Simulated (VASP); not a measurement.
# Pt (Pm-3m) in VASP: a series of runs, part 3 of 3

VASP 6.6.1. The steps go on from the part before.

## Step 6: Single point, r2SCAN, collinear spin, ferromagnetic start (volume scaled by 1.12)

POSCAR reads:

```
Pt
1.0
    2.7036147945      0.0000000000      0.0000000000
    0.0000000000      2.7036147945      0.0000000000
    0.0000000000      0.0000000000      2.7036147945
Pt
1
Direct
    0.0000000000      0.0000000000      0.0000000000
```

INCAR.step1 reads:

```
SYSTEM = Pt
  ALGO = Normal
  EDIFF = 1E-4
  ENCUT = 520
  GGA = PE
  ISMEAR = -1
  ISPIN = 2
  LASPH = .True.
  LCHARG = .False.
  LMAXMIX = 4
  LREAL = .False.
  LWAVE = .True.
  MAGMOM = 1
  NBANDS = 15
  NELM = 150
  PREC = Accurate
  SIGMA = 0.05
```

INCAR.step2 reads:

```
SYSTEM = Pt
  ALGO = Normal
  EDIFF = 1E-6
  ENCUT = 520
  ISIF = 2
  ISMEAR = -1
  ISPIN = 2
  ISTART = 1
  LASPH = .True.
  LCHARG = .False.
  LMAXMIX = 4
  LMIXTAU = .True.
  LORBIT = 11
  LREAL = .False.
  LWAVE = .False.
  MAGMOM = 1
  METAGGA = R2SCAN
  NBANDS = 15
  NELM = 150
  PREC = Accurate
  SIGMA = 0.05
```

KPOINTS reads:

```
k-points
0
Gamma
  20 20 20
  0 0 0
```

Potentials or basis: VASP PAW PBE potentials, release 64 (Pt).

Command:

```sh
cat potpaw_PBE.64/Pt/POTCAR > POTCAR
cp INCAR.step1 INCAR
mpirun -np 1 vasp_std > vasp.out
cp INCAR.step2 INCAR
mpirun -np 1 vasp_std > vasp.out
```

OUTCAR:

```text
SYSTEM = Pt
   EDIFF = 1E-6
   ENCUT = 520
   ISIF = 2
   ISMEAR = -1
   ISPIN = 2
   ISTART = 1
   LASPH = .True.
   LORBIT = 11
   LREAL = .False.
   METAGGA = R2SCAN
   NELM = 150
   PREC = Accurate

 ion  position               nearest neighbor table
   1  0.000  0.000  0.000-

  LATTYP: Found a simple cubic cell.
 ALAT       =     2.7036147945

  Lattice vectors:

 A1 = (   2.7036147945,   0.0000000000,   0.0000000000)
 A2 = (   0.0000000000,   2.7036147945,   0.0000000000)
 A3 = (   0.0000000000,   0.0000000000,   2.7036147945)

Analysis of symmetry for initial positions (statically):
=====================================================================
 Subroutine PRICEL returns:
 Original cell was already a primitive cell.

 Routine SETGRP: Setting up the symmetry group for a
 simple cubic supercell.

 Subroutine GETGRP returns: Found 48 space group operations
 (whereof 48 operations were pure point group operations)
 out of a pool of 48 trial point group operations.

The static configuration has the point symmetry O_h .

Analysis of symmetry for dynamics (positions and initial velocities):
=====================================================================
 Subroutine PRICEL returns:
 Original cell was already a primitive cell.

 Routine SETGRP: Setting up the symmetry group for a
 simple cubic supercell.

 Subroutine GETGRP returns: Found 48 space group operations
 (whereof 48 operations were pure point group operations)
 out of a pool of 48 trial point group operations.

The dynamic configuration has the point symmetry O_h .

Analysis of structural, dynamic, and magnetic symmetry:
=====================================================================
 Subroutine PRICEL returns:
 Original cell was already a primitive cell.

 Routine SETGRP: Setting up the symmetry group for a
 simple cubic supercell.

 Subroutine GETGRP returns: Found 48 space group operations
 (whereof 48 operations were pure point group operations)
 out of a pool of 48 trial point group operations.

The overall configuration has the point symmetry O_h .

 Subroutine INISYM returns: Found 48 space group operations
 (whereof 48 operations are pure point group operations),
 and found     1 'primitive' translations

----------------------------------------------------------------------------------------

                                     Primitive cell

  volume of cell :      19.7622

  direct lattice vectors                    reciprocal lattice vectors
     2.703614794  0.000000000  0.000000000     0.369875177  0.000000000  0.000000000
     0.000000000  2.703614794  0.000000000     0.000000000  0.369875177  0.000000000
     0.000000000  0.000000000  2.703614794     0.000000000  0.000000000  0.369875177

  length of vectors
     2.703614794  2.703614794  2.703614794     0.369875177  0.369875177  0.369875177

  position of ions in fractional coordinates (direct lattice)
     0.000000000  0.000000000  0.000000000

  ion indices of the primitive-cell ions
   primitive index   ion index
                 1           1

----------------------------------------------------------------------------------------

 KPOINTS: k-points

Automatic generation of k-mesh.
 Grid dimensions read from file:
 generate k-points for:   20   20   20
[... 71 lines left out ...]
   ISYM   =      2    0-nonsym 1-usesym 2-fastsym
   POTIM  = 0.5000    time-step for ionic-motion
   TEBEG  =    0.0;   TEEND  =   0.0 temperature during run
   PSTRESS=    0.0 pullay stress
   NELECT =      10.0000    total number of electrons
   NUPDOWN=      -1.0000    fix difference up-down
   EMIN   =  10.00;   EMAX   =-10.00  energy-range for DOS
   EFERMI =   0.00;   METHOD = LEGACY
   ISMEAR =    -1;   SIGMA  =   0.05  broadening in eV -4-tet -1-fermi 0-gaus
   EFERMI_NEDOS =   21; number of points for ismear=-14 and -15
   IALGO  =     38    algorithm
   IMIX   =      4    mixing-type and parameters
     AMIX     =   0.40;   BMIX     =  1.00
     AMIX_MAG =   1.60;   BMIX_MAG =  1.00
  volume/ion in A,a.u.               =      19.76       133.36
  Fermi-wavevector in a.u.,A,eV,Ry     =   1.304558  2.465257 23.155364  1.701871
  Thomas-Fermi vector in A             =   2.435486
   LORBIT       =     11    0 simple, 1 ext, 2 COOP (PROOUT), +10 PAW based schemes
   METAGGA = R2SCAN    functional components
   LHFCALC =     F    Hartree Fock is set to
   AEXX    =    0.0000 exact exchange contribution
   IVDW    =     0    specifies the selected vdW correction
   LEPSILON=     F    determine dielectric tensor
   LRPA    =     F    only Hartree local field effects (RPA)
 spin polarized calculation
  energy-cutoff  :      520.00
  volume of cell :       19.76
 maximum number of plane-waves:       554
   NGX = 11   NGY = 11   NGZ = 11

 number of electron       9.9999999 magnetization      -0.0000169

 Free energy of the ion-electron system (eV)
  ---------------------------------------------------
  ext. energy  EPLUGINS =         0.00000000
  ---------------------------------------------------
  free energy    TOTEN  =       -50.95242514 eV

  energy without entropy =      -50.93883281  energy(sigma->0) =      -50.94562897

 E-fermi :   6.6041     XC(G=0): -12.5704

 val. band max:        6.6028614408   @ k =   0.2000   0.1000   0.0500
 cond. band min:       6.6067185972   @ k =   0.4500   0.4000   0.3500
 fundamental gap:      0.0038571565
 Fermi energy:         6.6041441434

 spin component 1

 k-point     1 :       0.0000    0.0000    0.0000
  band No.  band energies     occupation
      1      -1.1006      1.00000
      2       1.5470      1.00000
      3       1.5470      1.00000
      4       6.7967      0.02079
      5       6.7967      0.02079
      6       6.7967      0.02079
      7      21.9820      0.00000
      8      21.9820      0.00000
      9      21.9820      0.00000
     10      27.4911      0.00000
     11      30.2078      0.00000
     12      30.2078      0.00000
     13      34.7608      0.00000
     14      34.7608      0.00000
[... 403 lines left out ...]
      4       5.8361      1.00000
      5       6.0904      0.99997
      6       6.6586      0.25163
      7      17.7007      0.00000
      8      21.7063      0.00000
      9      24.1294      0.00000
     10      27.3488      0.00000
     11      30.3180      0.00000
     12      33.4917      0.00000
     13      35.7079      0.00000
     14      35.9920      0.00000
     15      37.1570      0.00000

 [... further k-points ...]

 spin component 2

 k-point     1 :       0.0000    0.0000    0.0000
  band No.  band energies     occupation
      1      -1.1006      1.00000
      2       1.5470      1.00000
      3       1.5470      1.00000
      4       6.7967      0.02081
      5       6.7967      0.02081
      6       6.7967      0.02081
      7      21.9820      0.00000
      8      21.9820      0.00000
      9      21.9820      0.00000
     10      27.4911      0.00000
     11      30.2078      0.00000
     12      30.2078      0.00000
     13      34.7608      0.00000
     14      34.7608      0.00000
[... 403 lines left out ...]
      4       5.8361      1.00000
      5       6.0904      0.99997
      6       6.6586      0.25178
      7      17.7007      0.00000
      8      21.7063      0.00000
      9      24.1293      0.00000
     10      27.3488      0.00000
     11      30.3180      0.00000
     12      33.4917      0.00000
     13      35.7079      0.00000
     14      35.9920      0.00000
     15      37.1570      0.00000

 [... further k-points ...]

------------------------ aborting loop because EDIFF is reached ----------------------------------------

  FORCE on cell =-STRESS in cart. coord.  units (eV):
  Direction    XX          YY          ZZ          XY          YZ          ZX
  --------------------------------------------------------------------------------------
  -------------------------------------------------------------------------------------
  Total       -2.0663415     -2.0663415     -2.0663415     -0.0000000      0.0000000      0.0000000
  in kB     -167.5244610   -167.5244610   -167.5244610     -0.0000000      0.0000000      0.0000000
  external PRESSURE =    -167.5244610 kB  Pullay stress =       0.0000000 kB

 VOLUME and BASIS-vectors are now :
 -----------------------------------------------------------------------------
  energy-cutoff  :      520.00
  volume of cell :       19.76
      direct lattice vectors                 reciprocal lattice vectors
     2.703614794  0.000000000  0.000000000     0.369875177  0.000000000  0.000000000
     0.000000000  2.703614794  0.000000000     0.000000000  0.369875177  0.000000000
     0.000000000  0.000000000  2.703614794     0.000000000  0.000000000  0.369875177

 POSITION                                       TOTAL-FORCE (eV/Angst)
 -----------------------------------------------------------------------------------
      0.00000      0.00000      0.00000         0.000000      0.000000      0.000000
 -----------------------------------------------------------------------------------
    total drift:                               -0.000000      0.000000      0.000000

  FREE ENERGIE OF THE ION-ELECTRON SYSTEM (eV)
  ---------------------------------------------------
  free  energy   TOTEN  =       -50.9524251373 eV

  energy  without entropy=      -50.9388328078  energy(sigma->0) =      -50.94562897

 total charge

# of ion       s       p       d       tot
------------------------------------------
    1        0.664   0.360   8.017   9.041

 magnetization (x)

# of ion       s       p       d       tot
------------------------------------------
    1       -0.000  -0.000  -0.000  -0.000
```

It took 5.4 min on 1 thread of Intel Xeon 6975P-C, shared host; peak memory 0.23 GiB.

What came out:

```
Free energy                                           : -50.9524 eV
Pressure                                              : -16.8 GPa
Band gap on the k mesh                                : zero (filled and empty bands overlap)
Net moment                                            : 0.00 μB per cell
Valence electrons inside the program's atomic spheres : Pt 9.04
```

Caveat: the PAW data sets were made with another functional, which shifts forces and pressure a little; spin-orbit coupling is left out, which moves the levels of the heavy elements.

## Step 7: Single point, r2SCAN

POSCAR reads:

```
Pt
1.0
    2.6041501076      0.0000000000      0.0000000000
    0.0000000000      2.6041501076      0.0000000000
    0.0000000000      0.0000000000      2.6041501076
Pt
1
Direct
    0.0000000000      0.0000000000      0.0000000000
```

INCAR.step1 reads:

```
PREC = Accurate
ENCUT = 550
ISMEAR = -1
SIGMA = 0.1
LREAL = False
LASPH = True
NELM = 120
NBANDS = 11
GGA = PE
ALGO = Normal
EDIFF = 1E-5
LWAVE = True
LCHARG = False
GGA_COMPAT = False
```

INCAR.step2 reads:

```
PREC = Accurate
ENCUT = 550
EDIFF = 1E-6
ISMEAR = -1
SIGMA = 0.1
LREAL = False
LASPH = True
NELM = 120
ALGO = Normal
ISIF = 2
LWAVE = False
LCHARG = True
METAGGA = R2SCAN
LMIXTAU = True
LELF = True
LVHAR = True
NBANDS = 11
ISTART = 1
GGA_COMPAT = False
```

KPOINTS reads:

```
regular mesh
0
Gamma
  6 6 6
```

Potentials or basis: VASP PAW PBE potentials, release 64 (Pt).

Command:

```sh
cat potpaw_PBE.64/Pt/POTCAR > POTCAR
cp INCAR.step1 INCAR
mpirun -np 1 vasp_std > vasp.out
cp INCAR.step2 INCAR
mpirun -np 1 vasp_std > vasp.out
```

OUTCAR:

```text
PREC = Accurate
   ENCUT = 550
   EDIFF = 1E-6
   ISMEAR = -1
   LREAL = False
   LASPH = True
   NELM = 120
   ISIF = 2
   METAGGA = R2SCAN
   ISTART = 1

 ion  position               nearest neighbor table
   1  0.000  0.000  0.000-

  LATTYP: Found a simple cubic cell.
 ALAT       =     2.6041501076

  Lattice vectors:

 A1 = (   2.6041501076,   0.0000000000,   0.0000000000)
[... 452 lines left out ...]
      8      18.9116      0.00000
      9      19.0079      0.00000
     10      26.0791      0.00000
     11      28.6129      0.00000

------------------------ aborting loop because EDIFF is reached ----------------------------------------

  FORCE on cell =-STRESS in cart. coord.  units (eV):
  Direction    XX          YY          ZZ          XY          YZ          ZX
  --------------------------------------------------------------------------------------
  -------------------------------------------------------------------------------------
  Total        0.1721755      0.1721755      0.1721755      0.0000000      0.0000000      0.0000000
  in kB       15.6201003     15.6201003     15.6201003      0.0000000      0.0000000      0.0000000
  external PRESSURE =      15.6201003 kB  Pullay stress =       0.0000000 kB

 VOLUME and BASIS-vectors are now :
 -----------------------------------------------------------------------------
  energy-cutoff  :      550.00
  volume of cell :       17.66
      direct lattice vectors                 reciprocal lattice vectors
     2.604150108  0.000000000  0.000000000     0.384002442  0.000000000  0.000000000
     0.000000000  2.604150108  0.000000000     0.000000000  0.384002442  0.000000000
     0.000000000  0.000000000  2.604150108     0.000000000  0.000000000  0.384002442

 POSITION                                       TOTAL-FORCE (eV/Angst)
 -----------------------------------------------------------------------------------
      0.00000      0.00000      0.00000         0.000000      0.000000      0.000000
 -----------------------------------------------------------------------------------
    total drift:                               -0.000000      0.000000      0.000000

  FREE ENERGIE OF THE ION-ELECTRON SYSTEM (eV)
  ---------------------------------------------------
  free  energy   TOTEN  =       -50.9544119280 eV

  energy  without entropy=      -50.8848975400  energy(sigma->0) =      -50.91965473
```

OUTCAR.step1:

```text
PREC = Accurate
   ENCUT = 550
   ISMEAR = -1
   LREAL = False
   LASPH = True
   NELM = 120
[... 488 lines left out ...]
 POSITION                                       TOTAL-FORCE (eV/Angst)
 -----------------------------------------------------------------------------------
      0.00000      0.00000      0.00000         0.000000      0.000000      0.000000
 -----------------------------------------------------------------------------------
    total drift:                               -0.000000      0.000000      0.000000

  FREE ENERGIE OF THE ION-ELECTRON SYSTEM (eV)
  ---------------------------------------------------
  free  energy   TOTEN  =        -5.5481692910 eV

  energy  without entropy=       -5.4808332575  energy(sigma->0) =       -5.51450127
```

OSZICAR.step1:

```text
N       E                     dE             d eps       ncg     rms          rms(c)
DAV:   1     0.420550629309E+02    0.42055E+02   -0.54382E+03   448   0.865E+02
DAV:   2    -0.518995132893E+01   -0.47245E+02   -0.45203E+02   515   0.178E+02
DAV:   3    -0.590699728551E+01   -0.71705E+00   -0.71446E+00   500   0.203E+01
DAV:   4    -0.591072520906E+01   -0.37279E-02   -0.37278E-02   506   0.172E+00
DAV:   5    -0.591076525233E+01   -0.40043E-04   -0.40043E-04   509   0.167E-01    0.952E+00
DAV:   6    -0.558111381874E+01    0.32965E+00   -0.80511E-01   461   0.706E+00    0.506E+00
DAV:   7    -0.555174141691E+01    0.29372E-01   -0.10303E-01   496   0.251E+00    0.228E+00
DAV:   8    -0.554929930502E+01    0.24421E-02   -0.14926E-02   473   0.104E+00    0.747E-01
DAV:   9    -0.554816229769E+01    0.11370E-02   -0.30570E-03   476   0.454E-01    0.162E-02
DAV:  10    -0.554816929100E+01   -0.69933E-05   -0.18691E-05   472   0.369E-02
   1 F= -.55481693E+01 E0= -.55145013E+01  d E =-.673360E-01
```

Wall time 23 s (1 thread of Intel Xeon Platinum 8259CL at 2.50GHz (Skylake/Cascade Lake), shared host); peak memory 0.13 GiB.

Results:

```yaml
Free_energy: -50.9544 eV
Pressure: 1.6 GPa
Band_gap_on_the_k_mesh: zero (band 5 reaches 10.53 eV, above the bottom of band 6 at 7.29 eV)
```

Caveat: the k points lie up to 0.40 Å⁻¹ apart; the PAW data sets were made with another functional, which shifts forces and pressure a little; spin-orbit coupling is left out, which moves the levels of the heavy elements.

## Step 8: The runs side by side

| level | spin | cell | k mesh | cutoff (eV) | smearing | grid for exact exchange (PRECFOCK) | gap on the mesh (eV) | pressure (GPa) | moment (μB) |
| --- | --- | --- | --- | --- | --- | --- | --- | --- | --- |
| r2SCAN | collinear, ferromagnetic start | a = 2.603 Å, 1 atom | 12 × 12 × 12 | 520 | fermi-dirac 0.05 eV | - | none | 0.5 | 0.00 |
| r2SCAN0 | off | a = 2.604 Å, 1 atom | 6 × 6 × 6 | 520 | fermi-dirac 0.1 eV | Normal | none | -0.1 | - |
| r2SCAN | collinear, ferromagnetic start | a = 2.638 Å, 1 atom | 20 × 20 × 20 | 520 | fermi-dirac 0.05 eV | - | none | -6.8 | 0.00 |
| r2SCAN | collinear, ferromagnetic start | a = 2.671 Å, 1 atom | 20 × 20 × 20 | 520 | fermi-dirac 0.05 eV | - | none | -12.4 | 0.00 |
| r2SCAN | collinear, ferromagnetic start | a = 2.704 Å, 1 atom | 20 × 20 × 20 | 520 | fermi-dirac 0.05 eV | - | none | -16.8 | 0.00 |
| r2SCAN | off | a = 2.604 Å, 1 atom | 6 × 6 × 6 | 550 | fermi-dirac 0.1 eV | - | none | 1.6 | - |

Alike in all rows: task single point; potentials or basis VASP PAW PBE potentials, release 64 (Pt).

Caveats: some runs use coarse meshes; the PAW data sets were made with another functional, which shifts forces and pressure a little; spin-orbit coupling is left out, which moves the levels of the heavy elements.

Total energies depend on the potentials used, so only differences within one code and one set of settings carry meaning.
